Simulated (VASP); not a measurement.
Set up this calculation in VASP 6.6.1, as the native input.

- Task: relaxation of cell and atoms
- Functional: PBE
- Potentials or basis: VASP PAW PBE potentials, release 64 (Ni, Si)
- Cutoff: 600 eV
- k mesh: 9 × 9 × 9
- Occupations: fermi-dirac, width 0.05 eV
- Spin: collinear spin, ferromagnetic start
- Starting moments: [1.0, 0.0, 0.0] μB
- Hubbard terms: Ni d U = 1.0 eV
- Dipole correction: no
- Further INCAR settings: ALGO = Normal; EDIFF = 1e-06; IBRION = 2; EDIFFG = -0.01; NSW = 60; ISIF = 3

The structure of Si2Ni lies in POSCAR:

```
Si2Ni
1.0
    0.0000000000      2.7030000000      2.7030000000
    2.7030000000      0.0000000000      2.7030000000
    2.7030000000      2.7030000000      0.0000000000
Ni Si
1 2
Direct
    0.0000000000      0.0000000000      0.0000000000
    0.7500000000      0.7500000000      0.7500000000
    0.2500000000      0.2500000000      0.2500000000
```

These files were run (other wordings do the same):

INCAR

```
SYSTEM = Si2Ni
PREC     = Accurate       ! precision mode
ENCUT    = 600            ! plane-wave cutoff, eV
EDIFF    = 1E-6           ! SCF threshold, eV
ISMEAR   = -1             ! smearing method
SIGMA    = 0.05           ! smearing width, eV
LREAL    = .False.        ! projectors in reciprocal space
LASPH    = .True.         ! aspherical terms in the spheres
NELM     = 150            ! most SCF steps
ALGO     = Normal         ! electronic algorithm
ISIF     = 3              ! what is computed and relaxed
LWAVE    = .False.        ! write WAVECAR
LCHARG   = .False.        ! write CHGCAR
ISPIN    = 2              ! spin polarisation
MAGMOM   = 1 0 0          ! initial moments
LORBIT   = 11             ! projections on sites
LMAXMIX  = 4              ! l up to which the mixer works
LDAU     = .True.         ! DFT+U
LDAUTYPE = 2            
LDAUL    = 2 -1           ! shell
LDAUU    = 1 0            ! U, eV
LDAUJ    = 0 0          
LDAUPRINT= 1            
GGA      = PE             ! functional
IBRION   = 2              ! ionic algorithm
NSW      = 60             ! ionic steps
EDIFFG   = -0.01          ! ionic threshold
```

KPOINTS

```
Automatic mesh
0
Gamma
  9 9 9
  0 0 0
```

Potentials or basis: VASP PAW PBE potentials, release 64 (Ni, Si).

Run with:

```bash
$ cat potpaw_PBE.64/Ni/POTCAR potpaw_PBE.64/Si/POTCAR > POTCAR
$ mpirun -np 1 vasp_std > vasp.out
```

It gave:

- Relaxed volume: 13.43 Å³/atom
- Relaxed cell: a = 3.848 Å, b = 3.848 Å, c = 3.848 Å, α = 60.00°, β = 60.00°, γ = 60.00°
- Space group after relaxing (to 0.05 Å): Fm-3m (No. 225)
- Energy gained by relaxing: 2.3 meV/atom
- Ionic steps: 3
- Pressure after relaxing: 0.0 GPa
- Band gap on the k mesh: zero (filled and empty bands overlap)
- Net moment: 0.00 μB per cell
- Valence electrons inside the program's atomic spheres: Ni 9.79; Si 1.58

Caveat: the U is typed as a test and isn't derived for this compound.

Wall time 47 s on 1 thread of Intel(R) Xeon(R) 6975P-C (Granite Rapids) (shared host), peak memory 0.23 GiB.
